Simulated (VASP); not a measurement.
Input of a VASP 6.6.1 run:

INCAR

```
SYSTEM = CsCu4
  PREC = Accurate
  ENCUT = 520
  EDIFF = 1E-7
  ISMEAR = 0
  SIGMA = 0.1
  LREAL = .FALSE.
  LASPH = .TRUE.
  NELM = 60
  ALGO = Normal
  ISIF = 2
  LWAVE = .FALSE.
  LCHARG = .TRUE.
  GGA = PE
  LELF = .TRUE.
  LVHAR = .TRUE.
  NBANDS = 34
```

The input KPOINTS:

```
regular mesh
0
G
  4 4 4
  0 0 0
```

The input POSCAR:

```
CsCu4
1.0
    4.5171416600      0.0000000000      0.0000000000
    0.0000000000      4.5171416600      0.0000000000
    0.0000000000      0.0000000000      4.5171416600
Cs Cu
1 4
Direct
    0.5000000000      0.5000000000      0.5000000000
    0.0000000000      0.5000000000      0.5000000000
    0.5000000000      0.5000000000      0.0000000000
    0.5000000000      0.0000000000      0.5000000000
    0.0000000000      0.0000000000      0.0000000000
```

Potentials or basis: VASP PAW PBE potentials, release 64 (Cs_sv, Cu).

The run is started by

```console
$ cat potpaw_PBE.64/Cs_sv/POTCAR potpaw_PBE.64/Cu/POTCAR > POTCAR
$ mpirun -np 1 vasp_std > vasp.out
```

**Question.** What does it give for the band gap on the k mesh?

**Answer.** Zero (an odd number of electrons rules out a gap without spin polarisation).

**Question.** Estimate the pressure.

**Answer.** 28.0 GPa.

Caveat: the cell stands under pressure; spin-orbit coupling is left out, which moves the levels of the heavy elements.
